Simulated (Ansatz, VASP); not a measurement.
# Two plane-wave programs on Sb

INCAR

```
PREC     = Accurate       # precision mode
ENCUT    = 520            # plane-wave cutoff, eV
EDIFF    = 1E-6           # SCF threshold, eV
ISMEAR   = 0              # smearing method
SIGMA    = 0.1            # smearing width, eV
LREAL    = F              # projectors in reciprocal space
LASPH    = T              # aspherical terms in the spheres
NELM     = 80             # most SCF steps
ALGO     = Normal         # electronic algorithm
ISIF     = 2              # what is computed and relaxed
LWAVE    = F              # write WAVECAR
LCHARG   = T              # write CHGCAR
GGA      = PS             # functional
LELF     = T              # ELF
LVHAR    = T            
NBANDS   = 12             # bands
```

KPOINTS

```
Automatic mesh
0
Gamma
  6 6 6
```

The input POSCAR:

```
Sb
1.0
   -3.0414989757      3.0414989757      1.6591938356
    3.0414989757     -3.0414989757      1.6591938356
    3.0414989757      3.0414989757     -1.6591938356
Sb
2
Direct
    0.0000000000      0.0000000000      0.0000000000
    0.7500000000      0.2500000000      0.5000000000
```

Input for Ansatz:

```yaml
crystal:
  lattice:
    - [-3.0414989757, 3.0414989757, 1.6591938356]
    - [3.0414989757, -3.0414989757, 1.6591938356]
    - [3.0414989757, 3.0414989757, -1.6591938356]
  atoms:
    - { symbol: Sb, position: [0.0, 0.0, 0.0] }
    - { symbol: Sb, position: [0.75, 0.25, 0.5] }
basis:
  ecutwfc: 420
kpoints:
  mp_grid: { grid: [6, 6, 6] }
hamiltonian:
  xc: pbesol
scf:
  occupations: { method: gaussian, width: 0.1 }
  lower_state_search: "off"
output:
  forces: true
  stress: true
  eigenvalues: true
```

Alike in both runs: task single point; functional PBEsol; k mesh 6 × 6 × 6; occupations gaussian, width 0.1 eV; no spin polarisation.

|  | VASP | Ansatz |
| --- | --- | --- |
| version | VASP 6.6.1 | Ansatz 0.2.0 |
| potentials or method | VASP PAW PBE potentials, release 64 (Sb), cutoff 520 eV | scalar-relativistic, plane waves, PAW |
| valence electrons in the cell | 10 | 30 |

Ansatz gave:

- gap on the k mesh at the Fermi level (eV): none
- pressure (GPa): -4.2
- traceless stress, the component that is largest in VASP (GPa): 0.09

Q: Estimate VASP's values.

A: gap on the k mesh at the Fermi level (eV): none; pressure (GPa): -4.1; traceless stress, the component that is largest in VASP (GPa): 0.07.

VASP's potentials were made for PBE, not for PBEsol. A gap of «none» marks a metal or a gap that the smearing closes. With one functional, cell and mesh, what is left measures potentials, basis and numerics. VASP's potentials hold 10 valence electrons a cell and Ansatz's 30, so a difference there can come from the potentials and not from the codes.

Spin-orbit coupling is off throughout.
